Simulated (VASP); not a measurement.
# Sc (Pm-3m) in VASP: single point with LDA

Aim: the single point of Sc with LDA.

Everything below comes from runs of VASP 6.6.1. Logs are shortened: lines on timing, memory, paths and dates and some standing lists are left out, and cuts for length are marked.

### Step 1. The cell of the first run

It takes space group Pm-3m (No. 221, cubic). Conventional cell: a = 2.854 Å, b = 2.854 Å, c = 2.854 Å, α = 90.00°, β = 90.00°, γ = 90.00°. Within 3.8 Å of Sc (site symmetry m-3m) lie 6 Sc at 2.85 Å.

### Step 2. Single point, LDA

INCAR

```
SYSTEM = Sc
PREC = Accurate ; ENCUT = 520
EDIFF = 1E-6 ; ISMEAR = -1
SIGMA = 0.13605693000000002 ; LREAL = .FALSE.
LASPH = .TRUE. ; NELM = 100
ALGO = Normal ; ISIF = 2
LWAVE = .FALSE. ; LCHARG = .TRUE.
LELF = .TRUE. ; LVHAR = .TRUE.
NBANDS = 12
```

KPOINTS

```
regular mesh
0
G
  12 12 12
  0 0 0
```

POSCAR

```
Sc
1.0
    2.8540518954      0.0000000000      0.0000000000
    0.0000000000      2.8540518954      0.0000000000
    0.0000000000      0.0000000000      2.8540518954
Sc
1
Direct
    0.0000000000      0.0000000000      0.0000000000
```

Potentials or basis: VASP PAW LDA potentials, release 64 (Sc_sv).

Launch:

```
$ cat potpaw_LDA.64/Sc_sv/POTCAR > POTCAR
$ mpirun -np 1 vasp_std > vasp.out
```

OUTCAR:

```text
SYSTEM = Sc
   PREC = Accurate
   ENCUT = 520
   EDIFF = 1E-6
   ISMEAR = -1
   LREAL = .FALSE.
   LASPH = .TRUE.
   NELM = 100
   ISIF = 2

 ion  position               nearest neighbor table
   1  0.000  0.000  0.000-

  LATTYP: Found a simple cubic cell.
 ALAT       =     2.8540518954

  Lattice vectors:

 A1 = (   2.8540518954,   0.0000000000,   0.0000000000)
 A2 = (   0.0000000000,   2.8540518954,   0.0000000000)
 A3 = (   0.0000000000,   0.0000000000,   2.8540518954)

Analysis of symmetry for initial positions (statically):
=====================================================================
 Subroutine PRICEL returns:
 Original cell was already a primitive cell.

 Routine SETGRP: Setting up the symmetry group for a
 simple cubic supercell.

 Subroutine GETGRP returns: Found 48 space group operations
 (whereof 48 operations were pure point group operations)
 out of a pool of 48 trial point group operations.

The static configuration has the point symmetry O_h .

Analysis of symmetry for dynamics (positions and initial velocities):
=====================================================================
 Subroutine PRICEL returns:
 Original cell was already a primitive cell.

 Routine SETGRP: Setting up the symmetry group for a
 simple cubic supercell.

 Subroutine GETGRP returns: Found 48 space group operations
 (whereof 48 operations were pure point group operations)
 out of a pool of 48 trial point group operations.

The dynamic configuration has the point symmetry O_h .

 Subroutine INISYM returns: Found 48 space group operations
 (whereof 48 operations are pure point group operations),
 and found     1 'primitive' translations

----------------------------------------------------------------------------------------

                                     Primitive cell

  volume of cell :      23.2480

  direct lattice vectors                    reciprocal lattice vectors
     2.854051895  0.000000000  0.000000000     0.350379053  0.000000000  0.000000000
     0.000000000  2.854051895  0.000000000     0.000000000  0.350379053  0.000000000
     0.000000000  0.000000000  2.854051895     0.000000000  0.000000000  0.350379053

  length of vectors
     2.854051895  2.854051895  2.854051895     0.350379053  0.350379053  0.350379053

  position of ions in fractional coordinates (direct lattice)
     0.000000000  0.000000000  0.000000000

  ion indices of the primitive-cell ions
   primitive index   ion index
                 1           1

[... 78 lines left out ...]
   ISYM   =      2    0-nonsym 1-usesym 2-fastsym
   POTIM  = 0.5000    time-step for ionic-motion
   TEBEG  =    0.0;   TEEND  =   0.0 temperature during run
   PSTRESS=    0.0 pullay stress
   NELECT =      11.0000    total number of electrons
   NUPDOWN=      -1.0000    fix difference up-down
   EMIN   =  10.00;   EMAX   =-10.00  energy-range for DOS
   EFERMI =   0.00;   METHOD = LEGACY
   ISMEAR =    -1;   SIGMA  =   0.14  broadening in eV -4-tet -1-fermi 0-gaus
   EFERMI_NEDOS =   21; number of points for ismear=-14 and -15
   IALGO  =     38    algorithm
   IMIX   =      4    mixing-type and parameters
     AMIX     =   0.40;   BMIX     =  1.00
     AMIX_MAG =   1.60;   BMIX_MAG =  1.00
  volume/ion in A,a.u.               =      23.25       156.89
  Fermi-wavevector in a.u.,A,eV,Ry     =   1.275686  2.410697 22.141785  1.627375
  Thomas-Fermi vector in A             =   2.408385
   LORBIT       =      0    0 simple, 1 ext, 2 COOP (PROOUT), +10 PAW based schemes
   GGA     = CA    functional components
   LHFCALC =     F    Hartree Fock is set to
   AEXX    =    0.0000 exact exchange contribution
   IVDW    =     0    specifies the selected vdW correction
   LEPSILON=     F    determine dielectric tensor
   LRPA    =     F    only Hartree local field effects (RPA)
 non-spin polarized calculation
  energy-cutoff  :      520.00
  volume of cell :       23.25
 maximum number of plane-waves:       647
 NGX is ok and might be reduce to    24
   NGX = 11   NGY = 11   NGZ = 11

 number of electron      11.0000002 magnetization

 Free energy of the ion-electron system (eV)
  ---------------------------------------------------
  ext. energy  EPLUGINS =         0.00000000
  ---------------------------------------------------
  free energy    TOTEN  =        -6.06405831 eV

  energy without entropy =       -5.92449598  energy(sigma->0) =       -5.99427715

 E-fermi :   3.8891     XC(G=0): -10.3168

 val. band max:        3.8829753913   @ k =   0.2500   0.2500   0.0000
 cond. band min:       3.8945008011   @ k =   0.3333   0.1667   0.0000
 fundamental gap:      0.0115254098
 Fermi energy:         3.8891398771

 k-point     1 :       0.0000    0.0000    0.0000
  band No.  band energies     occupation
      1     -44.9331      2.00000
      2     -23.5269      2.00000
      3     -23.5269      2.00000
      4     -23.5269      2.00000
      5      -1.2298      2.00000
      6       3.2605      1.98049
      7       3.2605      1.98049
      8       8.1670      0.00000
      9       8.1670      0.00000
     10       8.1670      0.00000
     11      17.1928      0.00000
     12      17.1928      0.00000
[... 331 lines left out ...]
 k-point    24 :       0.4167    0.3333    0.0000
  band No.  band energies     occupation
      1     -44.7621      2.00000
      2     -24.1549      2.00000
      3     -24.0068      2.00000
      4     -23.4153      2.00000
      5       2.2152      1.99999
      6       3.7883      1.35452
      7       6.1733      0.00000
      8       6.7465      0.00000
      9       7.0920      0.00000
     10       7.1488      0.00000
     11      10.8223      0.00000
     12      15.0275      0.00000

 [... further k-points ...]

------------------------ aborting loop because EDIFF is reached ----------------------------------------

  FORCE on cell =-STRESS in cart. coord.  units (eV):
  Direction    XX          YY          ZZ          XY          YZ          ZX
  --------------------------------------------------------------------------------------
  -------------------------------------------------------------------------------------
  Total        0.0260151      0.0260151      0.0260151      0.0000000      0.0000000      0.0000000
  in kB        1.7928782      1.7928782      1.7928782      0.0000000      0.0000000      0.0000000
  external PRESSURE =       1.7928782 kB  Pullay stress =       0.0000000 kB

 VOLUME and BASIS-vectors are now :
 -----------------------------------------------------------------------------
  energy-cutoff  :      520.00
  volume of cell :       23.25
      direct lattice vectors                 reciprocal lattice vectors
     2.854051895  0.000000000  0.000000000     0.350379053  0.000000000  0.000000000
     0.000000000  2.854051895  0.000000000     0.000000000  0.350379053  0.000000000
     0.000000000  0.000000000  2.854051895     0.000000000  0.000000000  0.350379053

 POSITION                                       TOTAL-FORCE (eV/Angst)
 -----------------------------------------------------------------------------------
      0.00000      0.00000      0.00000         0.000000      0.000000      0.000000
 -----------------------------------------------------------------------------------
    total drift:                               -0.000000      0.000000      0.000000

  FREE ENERGIE OF THE ION-ELECTRON SYSTEM (eV)
  ---------------------------------------------------
  free  energy   TOTEN  =        -6.0640583100 eV

  energy  without entropy=       -5.9244959837  energy(sigma->0) =       -5.99427715
```

stdout:

```text
POSCAR found type information on POSCAR Sc
 POSCAR found :  1 types and       1 ions
 scaLAPACK will be used
 LDA part: xc-table for (Slater(with rela. corr.)+CA(PZ))
 , standard interpolation
 POSCAR, INCAR and KPOINTS ok, starting setup
 FFT: planning ... GRIDC
 FFT: planning ... GRID_SOFT
 FFT: planning ... GRID
 WAVECAR not read
 entering main loop
```

Run time: 7 s. Hardware: 1 thread of Intel Xeon Platinum 8559C (Emerald Rapids), shared host; peak memory 0.14 GiB.

What came out:

* Free energy: -6.0641 eV
* Pressure: 0.2 GPa
